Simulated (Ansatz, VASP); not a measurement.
**Sn in VASP and in Ansatz**

The input INCAR:

```
AGGAC    = 1.0          
AGGAX    = 1.0          
ALDAC    = 0.0          
ALDAX    = 1.0          
ALGO     = Normal         # electronic algorithm
EDIFF    = 1E-6           # SCF threshold, eV
ENCUT    = 520            # plane-wave cutoff, eV
GGA      = B5             # functional
ISIF     = 2              # what is computed and relaxed
ISMEAR   = -1             # smearing method
LASPH    = T              # aspherical terms in the spheres
LCHARG   = T              # write CHGCAR
LELF     = T              # ELF
LREAL    = F              # projectors in reciprocal space
LVHAR    = T            
LWAVE    = F              # write WAVECAR
NBANDS   = 21             # bands
NELM     = 80             # most SCF steps
PREC     = Accurate       # precision mode
SIGMA    = 0.1            # smearing width, eV
```

KPOINTS

```
k-points
0
Gamma
  13 13 13
```

The input POSCAR:

```
Sn
1.0
    0.0000000000      3.5384023609      3.5384023609
    3.5384023609      0.0000000000      3.5384023609
    3.5384023609      3.5384023609      0.0000000000
Sn
2
Direct
    0.5000000000      0.5000000000      0.5000000000
    0.7500000000      0.7500000000      0.7500000000
```

Input for Ansatz:

```yaml
crystal:
  lattice:
    - [0.0, 3.538402364, 3.538402364]
    - [3.538402364, 0.0, 3.538402364]
    - [3.538402364, 3.538402364, 0.0]
  atoms:
    - { symbol: Sn, position: [0.5, 0.5, 0.5] }
    - { symbol: Sn, position: [0.75, 0.75, 0.75] }
hamiltonian:
  xc: blyp
  pseudopotentials:
    kind: paw
    azcp:
      Sn: "pseudopotentials/Sn.paw.azcp"
basis:
  ecutwfc: 420
  fft_grid_basis: typed
kpoints:
  mp_grid: { grid: [13, 13, 13], shift: [0, 0, 0] }
magnetization:
  spin_polarized: false
scf:
  occupations: { method: fermi_dirac, width: 0.1 }
output:
  stress: true
```

Alike in both runs: task single point; functional BLYP; k mesh 13 × 13 × 13; occupations fermi-dirac, width 0.1 eV; no spin polarisation.

```csv
,VASP,Ansatz
version,VASP 6.6.1,Ansatz 0.2.0
potentials or method,"VASP PAW PBE potentials, release 64 (Sn_d), cutoff 520 eV","plane waves (420 eV) with PAW, scalar-relativistic"
valence electrons in the cell,28,28
```

```csv
,VASP,Ansatz,Ansatz less VASP
pressure (GPa),-2.5,-2.4,+0.04
```

VASP's potentials were made for PBE, not for BLYP. With one functional, cell and mesh, what is left measures potentials, basis and numerics.
